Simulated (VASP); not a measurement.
Set up this calculation in VASP 6.6.1, as the native input.

```yaml
Task: single point
Functional: r2SCAN
Potentials_or_basis: VASP PAW PBE potentials, release 64 (Cu, O)
Cutoff: 520 eV
k_mesh: 10 × 10 × 6
Occupations: fermi-dirac, width 0.05 eV
Spin: no spin polarisation
Hubbard_terms: Cu d U = 4.5 eV
Dipole_correction: no
Further_INCAR_settings: ALGO = Normal; EDIFF = 1e-06; NBANDS = 25
```

The system is CuO.

```
CELL_PARAMETERS angstrom
3.17953 0.00000 0.00000
-1.58977 2.75356 0.00000
0.00000 0.00000 4.43149
ATOMIC_POSITIONS crystal
Cu 0.00000 0.00000 0.00000
Cu 0.00000 0.00000 0.50000
O 0.33333 0.66667 0.25000
O 0.66667 0.33333 0.75000
```

One way to write it, as run:

POSCAR

```
CuO
1.0
    3.1795331000      0.0000000000      0.0000000000
   -1.5897665500      2.7535564400      0.0000000000
    0.0000000000      0.0000000000      4.4314907300
Cu O
2 2
Direct
    0.0000000000      0.0000000000      0.0000000000
    0.0000000000      0.0000000000      0.5000000000
    0.3333333333      0.6666666667      0.2500000000
    0.6666666667      0.3333333333      0.7500000000
```

INCAR.step1

```
SYSTEM = CuO
PREC = Accurate
ENCUT = 520
ISMEAR = -1
SIGMA = 0.05
LREAL = .FALSE.
LASPH = .TRUE.
NELM = 150
LMAXMIX = 4
LDAU = .TRUE.
LDAUTYPE = 2
LDAUL = 2 -1
LDAUU = 4.5 0
LDAUJ = 0 0
NBANDS = 25
GGA = PE
ALGO = Normal
EDIFF = 1E-4
LWAVE = .TRUE.
LCHARG = .FALSE.
```

INCAR.step2

```
SYSTEM = CuO
PREC = Accurate
ENCUT = 520
EDIFF = 1E-6
ISMEAR = -1
SIGMA = 0.05
LREAL = .FALSE.
LASPH = .TRUE.
NELM = 150
ALGO = Normal
ISIF = 2
LWAVE = .FALSE.
LCHARG = .TRUE.
LMAXMIX = 4
LDAU = .TRUE.
LDAUTYPE = 2
LDAUL = 2 -1
LDAUU = 4.5 0
LDAUJ = 0 0
LDAUPRINT = 1
METAGGA = R2SCAN
LMIXTAU = .TRUE.
LELF = .TRUE.
LVHAR = .TRUE.
NBANDS = 25
ISTART = 1
```

KPOINTS

```
regular mesh
0
G
  10 10 6
  0 0 0
```

Potentials or basis: VASP PAW PBE potentials, release 64 (Cu, O).

Launch:

```console
$ cat potpaw_PBE.64/Cu/POTCAR potpaw_PBE.64/O/POTCAR > POTCAR
$ cp INCAR.step1 INCAR
$ mpirun -np 1 vasp_std > vasp.out
$ cp INCAR.step2 INCAR
$ mpirun -np 1 vasp_std > vasp.out
```

It gave:

```
Pressure               : -5.2 GPa
Band gap on the k mesh : zero (bands 17 and 18 overlap by 1.16 eV)
```

Caveat: the cell stands under tension; the PAW data sets were made with another functional, which shifts forces and pressure a little; U without spin polarisation on a metal has little footing.

Run time: 5.2 min on 1 thread of AMD EPYC 7R43 64-Core Processor (Zen 3), with other jobs on the host, peak memory 0.15 GiB.
